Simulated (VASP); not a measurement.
# Ti in VASP: relaxation of cell and atoms with PBEsol

Aim: the relaxation of cell and atoms of Ti with PBEsol.

All numbers are computed with VASP 6.6.1; they aren't measurements. Logs are shortened: lines on timing, memory, paths and dates and some standing lists are left out, and cuts for length are marked.

### 1 The cell of the first run

The typed cell holds 4 atoms: a = 4.687 Å, b = 4.687 Å, c = 4.747 Å, α = 90.00°, β = 90.00°, γ = 120.00°.

This isn't the form of Ti at room conditions, which is hcp.

### 2 Relaxation of cell and atoms, PBEsol

Input file INCAR:

```
SYSTEM = Ti
ALGO = Fast ; EDIFF = 1E-6
EDIFFG = -0.01 ; ENCUT = 600
GGA = PS ; IBRION = 2
ISIF = 3 ; ISMEAR = 0
LASPH = .True. ; LCHARG = .False.
LREAL = .False. ; LWAVE = .False.
NELM = 80 ; NSW = 80
PREC = Accurate ; SIGMA = 0.1
```

Input file KPOINTS:

```
k-points
0
Gamma
  12 12 10
  0 0 0
```

Input file POSCAR:

```
Ti
1.0
    4.6866241752      0.0000000000      0.0000000000
   -2.3433120876      4.0587355937      0.0000000000
    0.0000000000      0.0000000000      4.7467426151
Ti
4
Direct
    0.6666666667      0.3333333333      0.0000139660
    0.3333333333      0.6666666667      0.5000139660
    0.6666666667      0.3333333333      0.4999860340
    0.3333333333      0.6666666667      0.9999860340
```

Potentials or basis: VASP PAW PBE potentials, release 64 (Ti_sv).

Run with:

```bash
$ cat potpaw_PBE.64/Ti_sv/POTCAR > POTCAR
$ mpirun -np 1 vasp_std > vasp.out
```

OUTCAR:

```text
SYSTEM = Ti
   EDIFF = 1E-6
   EDIFFG = -0.01
   ENCUT = 600
   GGA = PS
   IBRION = 2
   ISIF = 3
   ISMEAR = 0
   LASPH = .True.
   LREAL = .False.
   NELM = 80
   NSW = 80
   PREC = Accurate

 ion  position               nearest neighbor table
   1  0.667  0.333  0.000-   3 2.37   3 2.37   4 2.71   4 2.71   4 2.71
   2  0.333  0.667  0.500-   4 2.37   4 2.37   3 2.71   3 2.71   3 2.71
   3  0.667  0.333  0.500-   1 2.37   1 2.37   2 2.71   2 2.71   2 2.71
   4  0.333  0.667  1.000-   2 2.37   2 2.37   1 2.71   1 2.71   1 2.71

  LATTYP: Found a hexagonal cell.
 ALAT       =     4.6866241752
 C/A-ratio  =     1.0128276639

  Lattice vectors:

 A1 = (   4.6866241752,   0.0000000000,   0.0000000000)
 A2 = (  -2.3433120876,   4.0587355937,   0.0000000000)
 A3 = (   0.0000000000,   0.0000000000,   4.7467426151)

Analysis of symmetry for initial positions (statically):
=====================================================================
 Subroutine PRICEL returns:
 Original cell was already a primitive cell.

 Routine SETGRP: Setting up the symmetry group for a
 hexagonal supercell.

 Subroutine GETGRP returns: Found 24 space group operations
 (whereof 12 operations were pure point group operations)
 out of a pool of 24 trial point group operations.

The static configuration has the point symmetry D_3d.
 The point group associated with its full space group is D_6h.

Analysis of symmetry for dynamics (positions and initial velocities):
=====================================================================
 Subroutine PRICEL returns:
 Original cell was already a primitive cell.

 Routine SETGRP: Setting up the symmetry group for a
 hexagonal supercell.

 Subroutine GETGRP returns: Found 24 space group operations
 (whereof 12 operations were pure point group operations)
 out of a pool of 24 trial point group operations.

The dynamic configuration has the point symmetry D_3d.
 The point group associated with its full space group is D_6h.

 Subroutine INISYM returns: Found 24 space group operations
 (whereof 12 operations are pure point group operations),
 and found     1 'primitive' translations

----------------------------------------------------------------------------------------

                                     Primitive cell

[... 122 lines left out ...]
   IVDW    =     0    specifies the selected vdW correction
   LEPSILON=     F    determine dielectric tensor
   LRPA    =     F    only Hartree local field effects (RPA)
 conjugate gradient relaxation of ions
 non-spin polarized calculation
 RMM-DIIS sequential band-by-band and
 Gauss-broadening in eV      SIGMA  =   0.10
  energy-cutoff  :      600.00
  volume of cell :       90.29
 maximum number of plane-waves:      3037
 NGX is ok and might be reduce to    40
   NGX = 19   NGY = 19   NGZ = 19

--------------------------------------- Ionic step        1  -------------------------------------------

 number of electron      48.0000000 magnetization

 Free energy of the ion-electron system (eV)
  ---------------------------------------------------
  ext. energy  EPLUGINS =         0.00000000
  ---------------------------------------------------
  free energy    TOTEN  =       -27.43373667 eV

  energy without entropy =      -27.40705726  energy(sigma->0) =      -27.42039697

------------------------ aborting loop EDIFF was not reached (unconverged)  ----------------------------

  FORCE on cell =-STRESS in cart. coord.  units (eV):
  Direction    XX          YY          ZZ          XY          YZ          ZX
  --------------------------------------------------------------------------------------
  -------------------------------------------------------------------------------------
  Total       -0.2163331     -0.2163331      0.0425650     -0.0000000      0.0000000      0.0000000
  in kB       -3.8387249     -3.8387249      0.7552957     -0.0000000      0.0000000      0.0000000
  external PRESSURE =      -2.3073847 kB  Pullay stress =       0.0000000 kB
[... 25 lines left out ...]
--------------------------------------- Ionic step        2  -------------------------------------------

 number of electron      48.0000001 magnetization

------------------------ aborting loop EDIFF was not reached (unconverged)  ----------------------------

  FORCE on cell =-STRESS in cart. coord.  units (eV):
  Direction    XX          YY          ZZ          XY          YZ          ZX
  --------------------------------------------------------------------------------------
  -------------------------------------------------------------------------------------
  Total       -0.0188324     -0.0188324      0.0777813      0.0000000     -0.0000000      0.0000000
  in kB       -0.3357503     -0.3357503      1.3867095      0.0000000     -0.0000000      0.0000000
  external PRESSURE =       0.2384030 kB  Pullay stress =       0.0000000 kB
[... 177 lines left out ...]
--------------------------------------- Ionic step        7  -------------------------------------------

 number of electron      48.0000002 magnetization

 Free energy of the ion-electron system (eV)
  ---------------------------------------------------
  ext. energy  EPLUGINS =         0.00000000
  ---------------------------------------------------
  free energy    TOTEN  =       -27.43482983 eV

  energy without entropy =      -27.40838301  energy(sigma->0) =      -27.42160642

 E-fermi :   5.0953     XC(G=0): -10.0878

 val. band max:        5.0867935334   @ k =   0.0000   0.0000   0.0000
 cond. band min:       5.1009500103   @ k =   0.1667   0.0833   0.3000
 fundamental gap:      0.0141564769
 Fermi energy:         5.0952959627

 k-point     1 :       0.0000    0.0000    0.0000
  band No.  band energies     occupation
      1     -51.2720      2.00000
      2     -51.1216      2.00000
      3     -50.9206      2.00000
      4     -50.7832      2.00000
      5     -28.4058      2.00000
      6     -28.2394      2.00000
[... 733 lines left out ...]
     27       6.0510      0.00000
     28       6.1170      0.00000

 [... further k-points ...]

------------------------ aborting loop because EDIFF is reached ----------------------------------------

  FORCE on cell =-STRESS in cart. coord.  units (eV):
  Direction    XX          YY          ZZ          XY          YZ          ZX
  --------------------------------------------------------------------------------------
  -------------------------------------------------------------------------------------
  Total        0.0298155      0.0298155      0.0271894      0.0000000      0.0000000      0.0000000
  in kB        0.5313311      0.5313311      0.4845326      0.0000000      0.0000000      0.0000000
  external PRESSURE =       0.5157316 kB  Pullay stress =       0.0000000 kB
[... 19 lines left out ...]
  FREE ENERGIE OF THE ION-ELECTRON SYSTEM (eV)
  ---------------------------------------------------
  free  energy   TOTEN  =       -27.4348298333 eV

  energy  without entropy=      -27.4083830069  energy(sigma->0) =      -27.42160642

 reached required accuracy - stopping structural energy minimisation
```

OSZICAR:

```text
N       E                     dE             d eps       ncg     rms          rms(c)
DAV:   1     0.651618891186E+03    0.65162E+03   -0.27886E+04  6432   0.223E+03
DAV:   2     0.546655478755E+02   -0.59695E+03   -0.58902E+03  6388   0.635E+02
DAV:   3    -0.177613137201E+02   -0.72427E+02   -0.69610E+02 10868   0.187E+02
[... 199 lines left out ...]
RMM:   3    -0.274348195650E+02    0.72170E-04   -0.25760E-04  7414   0.131E-01    0.114E-02
RMM:   4    -0.274348241639E+02   -0.45989E-05   -0.69426E-05  8051   0.671E-02    0.492E-03
RMM:   5    -0.274348279435E+02   -0.37796E-05   -0.40159E-05  8075   0.359E-02    0.705E-03
RMM:   6    -0.274348290841E+02   -0.11407E-05   -0.12126E-05  6008   0.185E-02    0.660E-03
RMM:   7    -0.274348298333E+02   -0.74919E-06   -0.71329E-06  4974   0.118E-02
   7 F= -.27434830E+02 E0= -.27421606E+02  d E =-.450183E-04
```

Run time: 84 min. Hardware: 1 thread of Intel Xeon Platinum 8259CL at 2.50GHz (Skylake/Cascade Lake), shared host; peak memory 0.45 GiB.

Results:

```yaml
Free_energy: -27.4348 eV
Relaxed_volume: 22.48 Å³/atom
Relaxed_cell: a = 4.673 Å, b = 4.673 Å, c = 4.753 Å, α = 90.00°, β = 90.00°, γ = 120.00°
Space_group_after_relaxing_to_0.1_Å: P6/mmm (No. 191)
Energy_gained_by_relaxing: 0.3 meV/atom
Ionic_steps: 7
Pressure_after_relaxing: 0.1 GPa
Band_gap_on_the_k_mesh: zero (bands 24 and 25 overlap by 0.91 eV)
```

The path:
| step | energy change (eV) | largest force (eV/Å) | pressure (GPa) | volume (Å³) |
| --- | --- | --- | --- | --- |
| 1 | 0.0000 | 0.0018 | -0.23 | 90.29 |
| 2 | -0.0008 | 0.0008 | 0.02 | 89.87 |
| 3 | -0.0010 | 0.0006 | 0.08 | 89.84 |
| 4 | -0.0010 | 0.0003 | 0.10 | 89.84 |
| 5 | -0.0010 | 0.0003 | 0.11 | 89.86 |
| 6 | -0.0011 | 0.0006 | 0.04 | 89.94 |
| 7 | -0.0011 | 0.0005 | 0.05 | 89.91 |

Final structure:
```yaml
crystal:
  lattice:
    - [4.67332, 0.00000, 0.00000]
    - [-2.33666, 4.04722, 0.00000]
    - [0.00000, 0.00000, 4.75340]
  atoms:
    - { symbol: Ti, position: [0.66667, 0.33333, 0.99999] }
    - { symbol: Ti, position: [0.33333, 0.66667, 0.50000] }
    - { symbol: Ti, position: [0.66667, 0.33333, 0.50001] }
    - { symbol: Ti, position: [0.33333, 0.66667, 0.00001] }
```

Levels at points of the mesh, in eV from the Fermi level:
```tsv
k point	band 21	band 22	band 23	band 24	band 25	band 26	band 27	band 28
(0.00, 0.00, 0.00)	-0.93	-0.01	-0.01	0.10	0.10	0.10	0.55	0.55
(0.50, 0.00, 0.00)	-1.32	-0.89	-0.55	-0.43	-0.36	0.67	0.99	1.08
(0.00, 0.00, 0.50)	-0.40	-0.40	0.55	0.55	0.55	0.55	0.76	0.76
(0.50, 0.00, 0.50)	-0.61	-0.61	-0.34	-0.34	0.42	0.42	1.02	1.02
```

Caveat: the PAW data sets were made with another functional, which shifts forces and pressure a little.
